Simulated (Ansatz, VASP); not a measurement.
ZnS: VASP beside Ansatz

INCAR

```
SYSTEM = ZnS
ALGO = Normal ; EDIFF = 1E-8
ENCUT = 520 ; GGA = PE
ISIF = 2 ; ISMEAR = -1
LASPH = .True. ; LCHARG = .False.
LEFG = .True. ; LREAL = Auto
LWAVE = .False. ; NBANDS = 86
NELM = 60 ; PREC = Accurate
SIGMA = 0.02
```

KPOINTS

```
k-points
0
Gamma
  8 8 2
  0 0 0
```

POSCAR

```
ZnS
1.0
    3.7670371866      0.0000000000      0.0000000000
   -1.8835185933      3.2623499006      0.0000000000
    0.0000000000      0.0000000000     24.9159345000
Zn S
8 8
Direct
    0.3333333333      0.6666666667      0.1251184100
    0.0000000000      0.0000000000      0.0001589700
    0.6666666667      0.3333333333      0.6250474700
    0.6666666667      0.3333333333      0.8751387000
    0.0000000000      0.0000000000      0.7500222700
    0.3333333333      0.6666666667      0.5000781600
    0.0000000000      0.0000000000      0.3750879400
    0.6666666667      0.3333333333      0.2501284900
    0.6666666667      0.3333333333      0.3437219900
    0.6666666667      0.3333333333      0.7185811600
    0.3333333333      0.6666666667      0.2187340500
    0.0000000000      0.0000000000      0.8436723900
    0.6666666667      0.3333333333      0.9688127500
    0.0000000000      0.0000000000      0.0937260600
    0.3333333333      0.6666666667      0.5936859800
    0.0000000000      0.0000000000      0.4686862100
```

Input for Ansatz:

```yaml
crystal:
  lattice:
    - [3.7670371866, 0.0, 0.0]
    - [-1.8835185933, 3.2623499006, 0.0]
    - [0.0, 0.0, 24.9159345]
  atoms:
    - { symbol: Zn, position: [0.3333333333, 0.6666666667, 0.12511841] }
    - { symbol: Zn, position: [0.0, 0.0, 0.00015897] }
    - { symbol: Zn, position: [0.6666666667, 0.3333333333, 0.62504747] }
    - { symbol: Zn, position: [0.6666666667, 0.3333333333, 0.8751387] }
    - { symbol: Zn, position: [0.0, 0.0, 0.75002227] }
    - { symbol: Zn, position: [0.3333333333, 0.6666666667, 0.50007816] }
    - { symbol: Zn, position: [0.0, 0.0, 0.37508794] }
    - { symbol: Zn, position: [0.6666666667, 0.3333333333, 0.25012849] }
    - { symbol: S, position: [0.6666666667, 0.3333333333, 0.34372199] }
    - { symbol: S, position: [0.6666666667, 0.3333333333, 0.71858116] }
    - { symbol: S, position: [0.3333333333, 0.6666666667, 0.21873405] }
    - { symbol: S, position: [0.0, 0.0, 0.84367239] }
    - { symbol: S, position: [0.6666666667, 0.3333333333, 0.96881275] }
    - { symbol: S, position: [0.0, 0.0, 0.09372606] }
    - { symbol: S, position: [0.3333333333, 0.6666666667, 0.59368598] }
    - { symbol: S, position: [0.0, 0.0, 0.46868621] }
kpoints:
  mp_grid: { grid: [8, 8, 2] }
scf:
  occupations: { method: fermi_dirac, width: 0.02 }
hamiltonian:
  xc: pbe
  pseudopotentials: { kind: paw, frozen_core: stored }
output:
  forces: true
  stress: true
  populations: true
  efg: { quadrupole_moments_barn: { Zn: 0.122, S: -0.0694 } }
```

Change from the starting cell: x and y stretched by -1 %.

Alike in both runs: task electric field gradients; functional PBE; k mesh 8 × 8 × 2; occupations fermi-dirac, width 0.02 eV; no spin polarisation.

|  | VASP | Ansatz |
| --- | --- | --- |
| version | VASP 6.6.1 | Ansatz 0.2.0 |
| potentials or method | VASP PAW PBE potentials, release 64 (Zn, S) | plane-wave PAW, scalar-relativistic |
| plane-wave cutoff (eV) | 520 | 420 |
| valence electrons in the cell | 144 | 144 |

Ansatz gave:

| Item | Value |
| --- | --- |
| gap on the k mesh at the Fermi level (eV) | 2.24 |
| pressure (GPa) | 4.1 |
| traceless stress, the component that is largest in VASP (GPa) | -1.07 |
| rms of the force components (eV/Å) | 0.042 |
| size of Vzz on the site where it differs most (V/Å²) | 4.2 |

**Question.** Estimate VASP's values.

**Answer.** gap on the k mesh at the Fermi level (eV): 2.24; pressure (GPa): 4.3; traceless stress, the component that is largest in VASP (GPa): -1.08; rms of the force components (eV/Å): 0.043; size of Vzz on the site where it differs most (V/Å²): 4.4.

Atom by atom the forces differ by 0.001 eV/Å (rms over components).
